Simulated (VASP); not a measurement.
# Hg2S (F-43m) in VASP: further runs

Runs on Hg2S. Level: PBE. Tasks: single point.

Program: VASP 6.6.1. These are calculated values, not measurements. Logs are shortened: lines on timing, memory, paths and dates and some standing lists are left out, and cuts for length are marked.

### 1 The cell of the first run

Symmetry: F-43m, No. 216, cubic system. The conventional cell has a = 9.128 Å, b = 9.128 Å, c = 9.128 Å, α = 90.00°, β = 90.00°, γ = 90.00°. Hg (site symmetry 3m) has 1 S at 2.05 Å within 2.7 Å. S (site symmetry -43m) has 12 Hg at 3.77 Å and 6 S at 4.56 Å within 5.0 Å. Within 2.7 Å of S (site symmetry -43m) lie 4 Hg at 2.05 Å.

The cell was generated, and may not be a known phase.

### 2 Single point, PBE

File INCAR:

```
ALGO = Normal
EDIFF = 1E-7
ENCUT = 520
GGA = PE
ISIF = 2
ISMEAR = 0
LASPH = True
LCHARG = True
LELF = True
LREAL = False
LVHAR = True
LWAVE = False
NBANDS = 39
NELM = 100
PREC = Accurate
SIGMA = 0.1
```

File KPOINTS:

```
k-points
0
Gamma
  4 4 4
```

File POSCAR:

```
Hg2S
1.0
    0.0000000000      4.5641089800      4.5641089800
    4.5641089800      0.0000000000      4.5641089800
    4.5641089800      4.5641089800      0.0000000000
Hg S
4 2
Direct
    0.1295048700      0.1295048700      0.1295048700
    0.1295048700      0.1295048700      0.6114853900
    0.1295048700      0.6114853900      0.1295048700
    0.6114853900      0.1295048700      0.1295048700
    0.5000000000      0.5000000000      0.5000000000
    0.0000000000      0.0000000000      0.0000000000
```

Potentials or basis: VASP PAW PBE potentials, release 64 (Hg, S).

On the command line:

```
> cat potpaw_PBE.64/Hg/POTCAR potpaw_PBE.64/S/POTCAR > POTCAR
> mpirun -np 1 vasp_std > vasp.out
```

OUTCAR:

```text
EDIFF = 1E-7
   ENCUT = 520
   GGA = PE
   ISIF = 2
   ISMEAR = 0
   LASPH = True
   LREAL = False
   NELM = 100
   PREC = Accurate

 ion  position               nearest neighbor table
   1  0.130  0.130  0.130-   6 2.05   3 3.11   4 3.11   2 3.11   2 3.34   3 3.34   4 3.34
   2  0.130  0.130  0.611-   6 2.05   3 3.11   4 3.11   1 3.11   1 3.34   3 3.34   4 3.34
   3  0.130  0.611  0.130-   6 2.05   2 3.11   4 3.11   1 3.11   1 3.34   2 3.34   4 3.34
   4  0.611  0.130  0.130-   6 2.05   2 3.11   3 3.11   1 3.11   2 3.34   3 3.34   1 3.34
   5  0.500  0.500  0.500-
   6  0.000  0.000  0.000-   1 2.05   2 2.05   3 2.05   4 2.05

  LATTYP: Found a face centered cubic cell.
 ALAT       =     9.1282179600

  Lattice vectors:

 A1 = (   0.0000000000,   4.5641089800,   4.5641089800)
 A2 = (   4.5641089800,   0.0000000000,   4.5641089800)
 A3 = (   4.5641089800,   4.5641089800,   0.0000000000)

Analysis of symmetry for initial positions (statically):
=====================================================================
 Subroutine PRICEL returns:
 Original cell was already a primitive cell.

 Routine SETGRP: Setting up the symmetry group for a
 face centered cubic supercell.

 Subroutine GETGRP returns: Found 24 space group operations
 (whereof 24 operations were pure point group operations)
 out of a pool of 48 trial point group operations.

The static configuration has the point symmetry T_d .

Analysis of symmetry for dynamics (positions and initial velocities):
=====================================================================
 Subroutine PRICEL returns:
 Original cell was already a primitive cell.

 Routine SETGRP: Setting up the symmetry group for a
 face centered cubic supercell.

 Subroutine GETGRP returns: Found 24 space group operations
 (whereof 24 operations were pure point group operations)
 out of a pool of 48 trial point group operations.

The dynamic configuration has the point symmetry T_d .

 Subroutine INISYM returns: Found 24 space group operations
 (whereof 24 operations are pure point group operations),
 and found     1 'primitive' translations

----------------------------------------------------------------------------------------

                                     Primitive cell

  volume of cell :     190.1507

  direct lattice vectors                    reciprocal lattice vectors
     0.000000000  4.564108980  4.564108980    -0.109550408  0.109550408  0.109550408
     4.564108980  0.000000000  4.564108980     0.109550408 -0.109550408  0.109550408
     4.564108980  4.564108980  0.000000000     0.109550408  0.109550408 -0.109550408

  length of vectors
     6.454624820  6.454624820  6.454624820     0.189746872  0.189746872  0.189746872

  position of ions in fractional coordinates (direct lattice)
     0.129504870  0.129504870  0.129504870
     0.129504870  0.129504870  0.611485390
     0.129504870  0.611485390  0.129504870
     0.611485390  0.129504870  0.129504870
     0.500000000  0.500000000  0.500000000
     0.000000000  0.000000000  0.000000000

  ion indices of the primitive-cell ions
   primitive index   ion index
                 1           1
                 2           2
                 3           3
                 4           4
                 5           5
                 6           6

----------------------------------------------------------------------------------------

 KPOINTS: k-points

Automatic generation of k-mesh.
 Grid dimensions read from file:
 generate k-points for:    4    4    4

 Generating k-lattice:

  Cartesian coordinates                     Fractional coordinates (reciprocal lattice)
    -0.027387602  0.027387602  0.027387602     0.250000000  0.000000000  0.000000000
     0.027387602 -0.027387602  0.027387602     0.000000000  0.250000000  0.000000000
     0.027387602  0.027387602 -0.027387602     0.000000000  0.000000000  0.250000000

  Length of vectors
     0.047436718  0.047436718  0.047436718

  Shift w.r.t. Gamma in fractional coordinates (k-lattice)
     0.000000000  0.000000000  0.000000000

 Subroutine IBZKPT returns following result:
 ===========================================

 Found      8 irreducible k-points:

 Following reciprocal coordinates:
            Coordinates               Weight
  0.000000  0.000000  0.000000      1.000000
  0.250000  0.000000  0.000000      8.000000
  0.500000  0.000000  0.000000      4.000000
  0.250000  0.250000  0.000000      6.000000
  0.500000  0.250000  0.000000     24.000000
 -0.250000  0.250000  0.000000     12.000000
  0.500000  0.500000  0.000000      3.000000
 -0.250000  0.500000  0.250000      6.000000
   k-points           NKPTS =      8   k-points in BZ     NKDIM =      8   number of bands    NBANDS=     39
   number of dos      NEDOS =    301   number of ions     NIONS =      6
   total plane-waves  NPLWV = 110592
   dimension x,y,z NGX =    48 NGY =   48 NGZ =   48
   dimension x,y,z NGXF=    96 NGYF=   96 NGZF=   96
   ions per type =               4   2
   NGX,Y,Z   is equivalent  to a cutoff of  12.36, 12.36, 12.36 a.u.
   NGXF,Y,Z  is equivalent  to a cutoff of  24.73, 24.73, 24.73 a.u.
 SYSTEM =  unknown system
   PREC   = accura    normal or accurate (medium, high low for compatibility)
   ISTART =      0    job   : 0-new  1-cont  2-samecut
   ICHARG =      2    charge: 1-file 2-atom 10-const
   ISPIN  =      1    spin polarized calculation?
   LNONCOLLINEAR =      F non collinear calculations
   LSORBIT =      F    spin-orbit coupling
   LASPH  =      T    aspherical Exc in radial PAW
   ENCUT  =  520.0 eV  38.22 Ry    6.18 a.u.  12.00 12.00 12.00*2*pi/ulx,y,z
   NELM   =    100;   NELMIN=  2; NELMDL= -5     # of ELM steps
   EDIFF  = 0.1E-06   stopping-criterion for ELM
   LREAL  =      F    real-space projection
   EDIFFG = 0.1E-05   stopping-criterion for IOM
   NSW    =      0    number of steps for IOM
   IBRION =     -1    ionic relax: 0-MD 1-quasi-New 2-CG
   NFREE  =      0    steps in history (QN), initial steepest desc. (CG)
   ISIF   =      2    stress and relaxation
   ISYM   =      2    0-nonsym 1-usesym 2-fastsym
   POTIM  = 0.5000    time-step for ionic-motion
   TEBEG  =    0.0;   TEEND  =   0.0 temperature during run
   PSTRESS=    0.0 pullay stress
   NELECT =      60.0000    total number of electrons
   NUPDOWN=      -1.0000    fix difference up-down
   EMIN   =  10.00;   EMAX   =-10.00  energy-range for DOS
   EFERMI =   0.00;   METHOD = LEGACY
   ISMEAR =     0;   SIGMA  =   0.10  broadening in eV -4-tet -1-fermi 0-gaus
   EFERMI_NEDOS =   21; number of points for ismear=-14 and -15
   IALGO  =     38    algorithm
   IMIX   =      4    mixing-type and parameters
     AMIX     =   0.40;   BMIX     =  1.00
     AMIX_MAG =   1.60;   BMIX_MAG =  1.00
  volume/ion in A,a.u.               =      31.69       213.87
  Fermi-wavevector in a.u.,A,eV,Ry     =   1.114532  2.106160 16.900909  1.242182
  Thomas-Fermi vector in A             =   2.251128
   LORBIT       =      0    0 simple, 1 ext, 2 COOP (PROOUT), +10 PAW based schemes
   GGA     = PE    functional components
   LHFCALC =     F    Hartree Fock is set to
   AEXX    =    0.0000 exact exchange contribution
   IVDW    =     0    specifies the selected vdW correction
   LEPSILON=     F    determine dielectric tensor
   LRPA    =     F    only Hartree local field effects (RPA)
 non-spin polarized calculation
 Gauss-broadening in eV      SIGMA  =   0.10
  energy-cutoff  :      520.00
  volume of cell :      190.15
 maximum number of plane-waves:      5124
   NGX = 25   NGY = 25   NGZ = 25

 number of electron      59.9999995 magnetization

 Free energy of the ion-electron system (eV)
  ---------------------------------------------------
  ext. energy  EPLUGINS =         0.00000000
  ---------------------------------------------------
  free energy    TOTEN  =         0.43466770 eV

  energy without entropy =        0.45541390  energy(sigma->0) =        0.44504080

 E-fermi :   1.3645     XC(G=0):  -8.3415

 val. band max:        1.2503436969   @ k =   0.5000   0.2500   0.0000
 cond. band min:       1.3674487982   @ k =  -0.2500   0.2500   0.0000
 fundamental gap:      0.1171051013
 Fermi energy:         1.3645349599

 k-point     1 :       0.0000    0.0000    0.0000
  band No.  band energies     occupation
      1     -17.0645      2.00000
      2      -9.9647      2.00000
      3      -9.9647      2.00000
      4      -9.9647      2.00000
      5      -9.3328      2.00000
      6      -7.5058      2.00000
[... 31 lines left out ...]
     38       6.4082      0.00000
     39       9.3065      0.00000

 k-point     2 :       0.2500    0.0000    0.0000
  band No.  band energies     occupation
      1     -17.0382      2.00000
      2     -10.0347      2.00000
      3      -9.9066      2.00000
      4      -9.9066      2.00000
      5      -9.3167      2.00000
      6      -7.4426      2.00000
[... 31 lines left out ...]
     38       6.1561      0.00000
     39       8.1212      0.00000

 k-point     3 :       0.5000    0.0000    0.0000
  band No.  band energies     occupation
      1     -17.0115      2.00000
      2     -10.1082      2.00000
      3      -9.8452      2.00000
      4      -9.8452      2.00000
      5      -9.3011      2.00000
      6      -7.5643      2.00000
[... 31 lines left out ...]
     38       6.8415      0.00000
     39       7.0757      0.00000

 k-point     4 :       0.2500    0.2500    0.0000
  band No.  band energies     occupation
      1     -17.0294      2.00000
      2     -10.1043      2.00000
      3      -9.8596      2.00000
      4      -9.8596      2.00000
      5      -9.3126      2.00000
      6      -7.5161      2.00000
[... 31 lines left out ...]
     38       6.1818      0.00000
     39       8.2173      0.00000

 k-point     5 :       0.5000    0.2500    0.0000
  band No.  band energies     occupation
      1     -17.0024      2.00000
      2     -10.1824      2.00000
      3      -9.7940      2.00000
      4      -9.7923      2.00000
      5      -9.2979      2.00000
      6      -7.5446      2.00000
[... 31 lines left out ...]
     38       6.6885      0.00000
     39       6.8463      0.00000

 k-point     6 :      -0.2500    0.2500    0.0000
  band No.  band energies     occupation
      1     -17.0115      2.00000
      2     -10.1345      2.00000
      3      -9.8437      2.00000
      4      -9.8170      2.00000
      5      -9.3020      2.00000
      6      -7.5279      2.00000
[... 31 lines left out ...]
     38       6.1975      0.00000
     39       7.2916      0.00000

 k-point     7 :       0.5000    0.5000    0.0000
  band No.  band energies     occupation
      1     -16.9933      2.00000
      2     -10.2452      2.00000
      3      -9.7405      2.00000
      4      -9.7405      2.00000
      5      -9.2949      2.00000
      6      -7.5341      2.00000
[... 31 lines left out ...]
     38       5.9404      0.00000
     39       7.8060      0.00000

 k-point     8 :      -0.2500    0.5000    0.2500
  band No.  band energies     occupation
      1     -16.9933      2.00000
      2     -10.2197      2.00000
      3      -9.7846      2.00000
      4      -9.7422      2.00000
      5      -9.2935      2.00000
      6      -7.5464      2.00000
[... 31 lines left out ...]
     38       6.1408      0.00000
     39       7.1259      0.00000

------------------------ aborting loop because EDIFF is reached ----------------------------------------

  FORCE on cell =-STRESS in cart. coord.  units (eV):
  Direction    XX          YY          ZZ          XY          YZ          ZX
  --------------------------------------------------------------------------------------
  -------------------------------------------------------------------------------------
  Total       20.1142754     20.1142754     20.1142754      0.0000000      0.0000000     -0.0000000
  in kB      169.4794173    169.4794173    169.4794173      0.0000000      0.0000000     -0.0000000
  external PRESSURE =     169.4794173 kB  Pullay stress =       0.0000000 kB

 VOLUME and BASIS-vectors are now :
 -----------------------------------------------------------------------------
  energy-cutoff  :      520.00
  volume of cell :      190.15
      direct lattice vectors                 reciprocal lattice vectors
     0.000000000  4.564108980  4.564108980    -0.109550408  0.109550408  0.109550408
     4.564108980  0.000000000  4.564108980     0.109550408 -0.109550408  0.109550408
     4.564108980  4.564108980  0.000000000     0.109550408  0.109550408 -0.109550408

 POSITION                                       TOTAL-FORCE (eV/Angst)
 -----------------------------------------------------------------------------------
      1.18215      1.18215      1.18215         5.500943      5.500943      5.500943
      3.38196      3.38196      1.18215        -5.500943     -5.500943      5.500943
      3.38196      1.18215      3.38196        -5.500943      5.500943     -5.500943
      1.18215      3.38196      3.38196         5.500943     -5.500943     -5.500943
      4.56411      4.56411      4.56411        -0.000000     -0.000000     -0.000000
      0.00000      0.00000      0.00000        -0.000000     -0.000000     -0.000000
 -----------------------------------------------------------------------------------
    total drift:                               -0.000001     -0.000001     -0.000001

  FREE ENERGIE OF THE ION-ELECTRON SYSTEM (eV)
  ---------------------------------------------------
  free  energy   TOTEN  =         0.4346677022 eV

  energy  without entropy=        0.4554138988  energy(sigma->0) =        0.44504080
```

Wall time 59 s (1 thread of AMD EPYC 9R45 (Zen 5), shared host); peak memory 0.3 GiB.

Results:

```
Free energy            : 0.4347 eV
Pressure               : 16.9 GPa
Largest force          : 9.528 eV/Å
Band gap on the k mesh : zero (bands 30 and 31 overlap by 0.81 eV)
```

Forces on the atoms (eV/Å):
```
Hg   5.501  5.501  5.501
Hg  -5.501 -5.501  5.501
Hg  -5.501  5.501 -5.501
Hg   5.501 -5.501 -5.501
S    0.000  0.000  0.000
S    0.000  0.000  0.000
```

Levels at points of the mesh, in eV from the Fermi level:
| k point | band 27 | band 28 | band 29 | band 30 | band 31 | band 32 | band 33 | band 34 |
| --- | --- | --- | --- | --- | --- | --- | --- | --- |
| (0.00, 0.00, 0.00) | -1.44 | -1.44 | -1.44 | -0.43 | -0.43 | -0.43 | 1.56 | 1.56 |
| (0.50, 0.00, 0.00) | -1.51 | -1.51 | -0.84 | 0.37 | 0.37 | 0.71 | 2.44 | 3.07 |
| (0.50, 0.50, 0.00) | -1.25 | -0.97 | -0.97 | -0.72 | 1.46 | 1.46 | 2.18 | 2.26 |

Caveat: the cell stands under pressure; spin-orbit coupling is left out, which moves the levels of the heavy elements; forces of over 1 eV/Å act on the atoms, so gaps and moduli don't describe the material at rest.

### 3 Single point, PBE

This run uses another cell than the first one, of 40.24 Å³/atom.

File INCAR:

```
SYSTEM = Hg2S
ALGO     = Normal         ! electronic algorithm
EDIFF    = 1E-6           ! SCF threshold, eV
ENCUT    = 520            ! plane-wave cutoff, eV
GGA      = PE             ! functional
ISIF     = 2              ! what is computed and relaxed
ISMEAR   = 0              ! smearing method
LASPH    = .TRUE.         ! aspherical terms in the spheres
LCHARG   = .FALSE.        ! write CHGCAR
LREAL    = .FALSE.        ! projectors in reciprocal space
LWAVE    = .FALSE.        ! write WAVECAR
NBANDS   = 39             ! bands
NELM     = 60             ! most SCF steps
PREC     = Accurate       ! precision mode
SIGMA    = 0.1            ! smearing width, eV
```

File KPOINTS:

```
k-points
0
G
  4 4 4
  0 0 0
```

File POSCAR:

```
Hg2S
1.0
    0.0000000000      4.9423145813      4.9423145813
    4.9423145813      0.0000000000      4.9423145813
    4.9423145813      4.9423145813      0.0000000000
Hg S
4 2
Direct
    0.1462341864      0.1462341864      0.1462341864
    0.1462341864      0.1462341864      0.5612974408
    0.1462341864      0.5612974408      0.1462341864
    0.5612974408      0.1462341864      0.1462341864
    0.5000000000      0.5000000000      0.5000000000
    0.0000000000      0.0000000000      0.0000000000
```

Potentials or basis: VASP PAW PBE potentials, release 64 (Hg, S).

On the command line:

```
> cat potpaw_PBE.64/Hg/POTCAR potpaw_PBE.64/S/POTCAR > POTCAR
> mpirun -np 1 vasp_std > vasp.out
```

It took 77 s on 1 thread of AMD EPYC 9R45 (Zen 5), shared host; peak memory 0.38 GiB.

It converged, with:

```
Free energy            : -5.4729 eV
Pressure               : 0.3 GPa
Largest force          : 0.026 eV/Å
Band gap on the k mesh : zero (bands 30 and 31 overlap by 0.39 eV)
```

Forces in eV/Å, atoms in the order of the input:
```
Hg  -0.015 -0.015 -0.015
Hg   0.015  0.015 -0.015
Hg   0.015 -0.015  0.015
Hg  -0.015  0.015  0.015
S    0.000  0.000  0.000
S    0.000  0.000  0.000
```

Levels at points of the mesh, in eV from the Fermi level:
| k point | band 26 | band 27 | band 28 | band 29 | band 30 | band 31 | band 32 | band 33 | band 34 | band 35 |
| --- | --- | --- | --- | --- | --- | --- | --- | --- | --- | --- |
| (0.00, 0.00, 0.00) | -3.89 | -0.93 | -0.93 | -0.93 | -0.16 | -0.16 | -0.16 | 2.65 | 2.65 | 3.14 |
| (0.50, 0.00, 0.00) | -3.99 | -0.88 | -0.86 | -0.86 | 0.22 | 0.32 | 0.32 | 2.79 | 3.40 | 3.40 |
| (0.50, 0.50, 0.00) | -3.30 | -1.47 | -0.59 | -0.59 | -0.34 | 0.90 | 0.90 | 2.54 | 2.79 | 3.91 |

Caveat: semilocal functionals underestimate gaps, and a narrow one can read as zero; spin-orbit coupling is left out, which moves the levels of the heavy elements.

The gap in the log of VASP goes by the Fermi energy; the results here count the filled bands.